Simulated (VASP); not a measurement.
The system is HfO2.

```
Hf O
1.0
     1.49198    0.86140    4.50618
    -1.49198    0.86140    4.50618
     0.00000   -1.72280    4.50618
Hf O
1 2
Direct
  0.00000 0.00000 0.00000
  0.75000 0.75000 0.75000
  0.25000 0.25000 0.25000
```

- Program: VASP 6.6.1
- Task: relaxation of cell and atoms
- Functional: PBE
- Potentials or basis: VASP PAW PBE potentials, release 64 (Hf_pv, O)
- Cutoff: 600 eV
- k mesh: 6 × 6 × 6
- Occupations: gaussian, width 0.1 eV
- Spin: no spin polarisation

At the start: pressure 28.0 GPa; volume 11.58 Å³/atom.

How do energy, volume and symmetry change on relaxing?

Over 21 steps the energy falls by 333.3 meV/atom and the volume is 14.00 Å³/atom (+20.8 %); space group R-3m (No. 166, to 0.1 Å) before and after.

Step by step:
| step | energy change (eV) | largest force (eV/Å) | pressure (GPa) | volume (Å³) |
| --- | --- | --- | --- | --- |
| 1 | 0.0000 | 1.2043 | 28.04 | 34.75 |
| 2 | -0.1987 | 2.4264 | -26.49 | 45.60 |
| 3 | -0.7134 | 2.1619 | -8.75 | 40.21 |
| 4 | -0.9877 | 0.1933 | 0.07 | 39.25 |
| 5 | -0.9916 | 0.0818 | -1.04 | 39.37 |
| 6 | -0.9916 | 0.0381 | -0.87 | 39.35 |
| 7 | -0.9918 | 0.0541 | 1.48 | 39.01 |
| 8 | -0.9926 | 0.0111 | 0.35 | 39.17 |
| 9 | -0.9926 | 0.0086 | 0.34 | 39.17 |
| 10 | -0.9930 | 0.0253 | 0.23 | 39.24 |
| 11 | -0.9933 | 0.0962 | 0.01 | 39.37 |
| 12 | -0.9935 | 0.0931 | 0.12 | 39.41 |
| 13 | -0.9942 | 0.0802 | 0.42 | 39.53 |
| 14 | -0.9948 | 0.0550 | 1.03 | 39.78 |
| 15 | -0.9951 | 0.0581 | 0.96 | 39.83 |
| 16 | -0.9957 | 0.0682 | 0.74 | 39.99 |
| 17 | -0.9967 | 0.0892 | 0.35 | 40.30 |
| 18 | -0.9978 | 0.1274 | -0.37 | 40.92 |
| 19 | -0.9980 | 0.1465 | -0.66 | 41.19 |
| 20 | -0.9987 | 0.1129 | -0.44 | 41.39 |
| 21 | -0.9998 | 0.0096 | 0.28 | 41.99 |

Final structure:
```
CELL_PARAMETERS angstrom
1.62385 0.93753 4.59642
-1.62385 0.93753 4.59642
0.00000 -1.87506 4.59642
ATOMIC_POSITIONS crystal
Hf 0.00000 0.00000 0.00000
O 0.73603 0.73603 0.73603
O 0.26397 0.26397 0.26397
```

Caveat: the volume moved by over 15 % at a fixed basis, so the end points are rough.
